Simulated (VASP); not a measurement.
# ZnS (P6_3mc) in VASP: further runs, part 3 of 3

VASP 6.6.1.

## Step 5: Single point, r2SCAN (atoms displaced along a vibrational mode)

Input file POSCAR:

```
ZnS
1.0
    3.8069588183      0.0000000000      0.0000000000
   -1.9034794091      3.2969230478      0.0000000000
    0.0000000000      0.0000000000      6.2466339621
Zn S
2 2
Direct
    0.3333333333      0.6666666667     -0.0467861958
    0.6666666667      0.3333333333      0.4532138042
    0.3333333333      0.6666666667      0.4217861958
    0.6666666667      0.3333333333      0.9217861958
```

Input file INCAR.step1:

```
PREC     = Accurate       # precision mode
ENCUT    = 520            # plane-wave cutoff, eV
ISMEAR   = 0              # smearing method
SIGMA    = 0.01           # smearing width, eV
LREAL    = False          # projectors in reciprocal space
LASPH    = True           # aspherical terms in the spheres
NELM     = 60             # most SCF steps
NBANDS   = 26             # bands
GGA      = PE             # functional
ALGO     = Normal         # electronic algorithm
EDIFF    = 1E-4           # SCF threshold, eV
LWAVE    = True           # write WAVECAR
LCHARG   = False          # write CHGCAR
```

Input file INCAR.step2:

```
PREC     = Accurate       # precision mode
ENCUT    = 520            # plane-wave cutoff, eV
EDIFF    = 1E-6           # SCF threshold, eV
ISMEAR   = 0              # smearing method
SIGMA    = 0.01           # smearing width, eV
LREAL    = False          # projectors in reciprocal space
LASPH    = True           # aspherical terms in the spheres
NELM     = 60             # most SCF steps
ALGO     = Normal         # electronic algorithm
ISIF     = 2              # what is computed and relaxed
LWAVE    = False          # write WAVECAR
LCHARG   = False          # write CHGCAR
METAGGA  = R2SCAN         # meta-GGA
LMIXTAU  = True         
NBANDS   = 26             # bands
ISTART   = 1
```

Input file KPOINTS:

```
regular mesh
0
Gamma
  9 9 4
```

Potentials or basis: VASP PAW PBE potentials, release 64 (Zn, S).

Launch:

```bash
$ cat potpaw_PBE.64/Zn/POTCAR potpaw_PBE.64/S/POTCAR > POTCAR
$ cp INCAR.step1 INCAR
$ mpirun -np 1 vasp_std > vasp.out
$ cp INCAR.step2 INCAR
$ mpirun -np 1 vasp_std > vasp.out
```

OUTCAR:

```text
PREC = Accurate
   ENCUT = 520
   EDIFF = 1E-6
   ISMEAR = 0
   LREAL = False
   LASPH = True
   NELM = 60
   ISIF = 2
   METAGGA = R2SCAN
   ISTART = 1

 ion  position               nearest neighbor table
   1  0.333  0.667  0.953-   4 2.21   4 2.21   4 2.21
   2  0.667  0.333  0.453-   3 2.21   3 2.21   3 2.21
   3  0.333  0.667  0.422-   2 2.21   2 2.21   2 2.21
   4  0.667  0.333  0.922-   1 2.21   1 2.21   1 2.21

  LATTYP: Found a hexagonal cell.
 ALAT       =     3.8069588183
 C/A-ratio  =     1.6408462135

  Lattice vectors:

 A1 = (   3.8069588183,   0.0000000000,   0.0000000000)
 A2 = (  -1.9034794091,   3.2969230478,   0.0000000000)
 A3 = (   0.0000000000,   0.0000000000,   6.2466339621)

Analysis of symmetry for initial positions (statically):
=====================================================================
 Subroutine PRICEL returns:
 Original cell was already a primitive cell.

 Routine SETGRP: Setting up the symmetry group for a
 hexagonal supercell.
[... 169 lines left out ...]
  free energy    TOTEN  =       -36.98859552 eV

  energy without entropy =      -36.98859552  energy(sigma->0) =      -36.98859552

 E-fermi :   1.8178     XC(G=0): -10.2767

 val. band max:        1.7204780900   @ k =   0.1111   0.0000   0.0000
 cond. band min:       4.8469856703   @ k =   0.0000   0.0000   0.0000
 fundamental gap:      3.1265075803
 Fermi energy:         1.8177765783

 k-point     1 :       0.0000    0.0000    0.0000
  band No.  band energies     occupation
      1     -11.9897      2.00000
      2     -11.2008      2.00000
      3      -5.0971      2.00000
      4      -5.0970      2.00000
      5      -5.0787      2.00000
      6      -5.0786      2.00000
[... 685 lines left out ...]
     25      12.3897      0.00000
     26      12.7598      0.00000

 [... further k-points ...]

------------------------ aborting loop because EDIFF is reached ----------------------------------------

  FORCE on cell =-STRESS in cart. coord.  units (eV):
  Direction    XX          YY          ZZ          XY          YZ          ZX
  --------------------------------------------------------------------------------------
  -------------------------------------------------------------------------------------
  Total        3.8192700      3.8192700     -0.1109564      0.0000000      0.0000000      0.0000000
  in kB       78.0473018     78.0473018     -2.2674091      0.0000000      0.0000000      0.0000000
  external PRESSURE =      51.2757315 kB  Pullay stress =       0.0000000 kB

 VOLUME and BASIS-vectors are now :
 -----------------------------------------------------------------------------
  energy-cutoff  :      520.00
  volume of cell :       78.40
      direct lattice vectors                 reciprocal lattice vectors
     3.806958818  0.000000000  0.000000000     0.262676863  0.151656558  0.000000000
    -1.903479409  3.296923048  0.000000000     0.000000000  0.303313115  0.000000000
     0.000000000  0.000000000  6.246633962     0.000000000  0.000000000  0.160086217

 POSITION                                       TOTAL-FORCE (eV/Angst)
 -----------------------------------------------------------------------------------
     -0.00000      2.19795      5.95438         0.000000     -0.000000      0.489436
      1.90348      1.09897      2.83106        -0.000000      0.000000      0.489436
     -0.00000      2.19795      2.63474        -0.000000      0.000000     -0.489436
      1.90348      1.09897      5.75806         0.000000     -0.000000     -0.489436
 -----------------------------------------------------------------------------------
    total drift:                                0.000000      0.000000     -0.014919

  FREE ENERGIE OF THE ION-ELECTRON SYSTEM (eV)
  ---------------------------------------------------
  free  energy   TOTEN  =       -36.9885955172 eV

  energy  without entropy=      -36.9885955172  energy(sigma->0) =      -36.98859552
```

OSZICAR.step1:

```text
N       E                     dE             d eps       ncg     rms          rms(c)
DAV:   1     0.247370306050E+03    0.24737E+03   -0.17103E+04  1872   0.168E+03
DAV:   2     0.111456802947E+02   -0.23622E+03   -0.22504E+03  1918   0.351E+02
DAV:   3    -0.133553143958E+02   -0.24501E+02   -0.24261E+02  2250   0.113E+02
DAV:   4    -0.139497098290E+02   -0.59440E+00   -0.59308E+00  2216   0.176E+01
DAV:   5    -0.139587725016E+02   -0.90627E-02   -0.90607E-02  2240   0.214E+00    0.110E+01
DAV:   6    -0.129418041390E+02    0.10170E+01   -0.20153E+00  2750   0.407E+01    0.847E+00
DAV:   7    -0.129330368320E+02    0.87673E-02   -0.15623E+00  1968   0.740E+00    0.384E+00
DAV:   8    -0.129244320128E+02    0.86048E-02   -0.44522E-02  2230   0.192E+00    0.113E+00
DAV:   9    -0.129247595553E+02   -0.32754E-03   -0.11399E-02  2496   0.138E+00    0.258E-01
DAV:  10    -0.129249281563E+02   -0.16860E-03   -0.79297E-04  2080   0.399E-01    0.113E-01
DAV:  11    -0.129251675389E+02   -0.23938E-03   -0.36109E-04  1896   0.162E-01    0.682E-02
DAV:  12    -0.129251665116E+02    0.10272E-05   -0.30814E-05  1150   0.787E-02
   1 F= -.12925167E+02 E0= -.12925167E+02  d E =-.190035E-13
```

Wall time 99 s (1 thread of Intel Xeon 6975P-C (Granite Rapids), shared host); peak memory 0.23 GiB.

Results:

| Item | Value |
| --- | --- |
| Free energy | -36.9886 eV |
| Pressure | 5.1 GPa |
| Largest force | 0.489 eV/Å |
| Band gap on the k mesh | 3.13 eV |

Forces on the atoms (eV/Å):
```
Zn   0.000  0.000  0.489
Zn   0.000  0.000  0.489
S    0.000  0.000 -0.489
S    0.000  0.000 -0.489
```

Caveat: the cell differs from its parent crystal (atoms displaced along a vibrational mode); the cell stands under pressure; the PAW data sets were made with another functional, which shifts forces and pressure a little; an odd mesh through Γ misses points on the zone boundary, where band edges can lie.

## Step 6: The runs side by side

| cell | gap on the mesh (eV) | pressure (GPa) | largest force (eV/Å) |
| --- | --- | --- | --- |
| as given, atomic positions A | 2.87 | 1.6 | 0.76 |
| as given, atomic positions B | 2.98 | 2.9 | 0.80 |
| as given, atomic positions C | 3.10 | 4.1 | 0.69 |
| as given, atomic positions D | 3.13 | 5.1 | 0.49 |

Alike in all rows: task single point; level r2SCAN; potentials or basis VASP PAW PBE potentials, release 64 (Zn, S); no spin polarisation; k mesh 9 × 9 × 4; cutoff (eV) 520; smearing gaussian 0.01 eV.

Caveats: the PAW data sets were made with another functional, which shifts forces and pressure a little; an odd mesh through Γ misses points on the zone boundary, where band edges can lie (at least some runs); the cell stands under pressure (at least some runs).

Absolute energies hang on the potentials; compare differences alone.
